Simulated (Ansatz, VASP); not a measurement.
**CsP2: VASP beside Ansatz**

```
Cs P
1.0
     0.00000    3.70871    3.70871
     3.70871    0.00000    3.70871
     3.70871    3.70871    0.00000
Cs P
1 2
Direct
  0.00000 0.00000 0.00000
  0.25000 0.25000 0.25000
  0.75000 0.75000 0.75000
```

Alike in both runs: task relaxation of cell and atoms; functional PBE; k mesh 12 × 12 × 12; occupations gaussian, width 0.1 eV; no spin polarisation.

```csv
,VASP,Ansatz
version,VASP 6.6.1,Ansatz 0.2.0
potentials or method,"VASP PAW PBE potentials, release 64 (Cs_sv, P), cutoff 600 eV","scalar-relativistic, plane waves, PAW"
valence electrons in the cell,19,19
```

Ansatz gave:

| Property | Result |
| --- | --- |
| gap on the k mesh at the Fermi level, each at its own relaxed structure (eV) | none |
| relaxed volume (Å³/atom) | 34.67 |
| relaxed cell length with the largest relative difference (Å) | 5.279 |

Task: Estimate VASP's values.

Result: gap on the k mesh at the Fermi level, each at its own relaxed structure (eV): none; relaxed volume (Å³/atom): 34.80; relaxed cell length with the largest relative difference (Å): 5.285.

A gap of «none» marks a metal or a gap that the smearing closes.

Spin-orbit coupling is off throughout.
